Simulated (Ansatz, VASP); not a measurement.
Li3ZrN: VASP beside Ansatz

The input INCAR:

```
  PREC = Accurate
  ENCUT = 520
  EDIFF = 1E-6
  ISMEAR = 0
  SIGMA = 0.1
  LREAL = F
  LASPH = T
  NELM = 150
  ALGO = Normal
  ISIF = 2
  LWAVE = F
  LCHARG = T
  ISPIN = 2
  MAGMOM = 0 0 0 1 0
  LORBIT = 11
  LMAXMIX = 4
  GGA = PE
  LELF = T
  LVHAR = T
  NBANDS = 25
```

The input KPOINTS:

```
regular mesh
0
Gamma
  6 6 4
```

Contents of POSCAR:

```
Li3ZrN
1.0
    1.6537961170     -7.6850428383      0.0000000000
    1.6537961170      7.6850428383      0.0000000000
    0.0000000000      0.0000000000      4.4030461909
Li Zr N
3 1 1
Direct
    0.3352570174      0.6647429826      0.5000000000
    0.6647429826      0.3352570174      0.5000000000
    0.0000000000      0.0000000000      0.0000000000
    0.0000000000      0.0000000000      0.5000000000
    0.5000000000      0.5000000000      0.0000000000
```

Input for Ansatz:

```yaml
crystal:
  lattice:
    - [1.653796117, -7.6850428383, 0.0]
    - [1.653796117, 7.6850428383, 0.0]
    - [0.0, 0.0, 4.4030461909]
  atoms:
    - { symbol: Li, position: [0.3352570174, 0.6647429826, 0.5] }
    - { symbol: Li, position: [0.6647429826, 0.3352570174, 0.5] }
    - { symbol: Li, position: [0.0, 0.0, 0.0] }
    - { symbol: Zr, position: [0.0, 0.0, 0.5], spin: 1.0 }
    - { symbol: "N", position: [0.5, 0.5, 0.0] }
basis:
  ecutwfc: 420
kpoints:
  mp_grid: { grid: [6, 6, 4] }
hamiltonian:
  xc: pbe
scf:
  occupations: { method: gaussian, width: 0.1 }
  lower_state_search: "off"
output:
  forces: true
  stress: true
  eigenvalues: true
  populations: true
magnetization:
  spin_polarized: true
```

Alike in both runs: task single point; functional PBE; k mesh 6 × 6 × 4; occupations gaussian, width 0.1 eV; collinear spin.

|  | VASP | Ansatz |
| --- | --- | --- |
| version | VASP 6.6.1 | Ansatz 0.2.0 |
| potentials or method | VASP PAW PBE potentials, release 64 (Li_sv, Zr_sv, N), cutoff 520 eV | scalar-relativistic, plane waves, PAW |
| valence electrons in the cell | 26 | 26 |

|  | VASP | Ansatz | Ansatz less VASP |
| --- | --- | --- | --- |
| gap on the k mesh at the Fermi level (eV) | none | none | - |
| rms of the force components (eV/Å) | 0.016 | 0.016 | +0.0003 |
| net moment per atom (μB) | 0.09 | 0.09 | 0.000 |
| size of the moment on the site where the two differ most (μB) | 0.34 | 0.20 | -0.146 |

Site moments also hang on the region over which each program counts them. Atom by atom the forces differ by 0.000 eV/Å (rms over components). A gap of «none» marks a metal or a gap that the smearing closes.

Noted on VASP's run: the cutoff is under 1.25 times that of the potentials, so the pressure is a little rough.
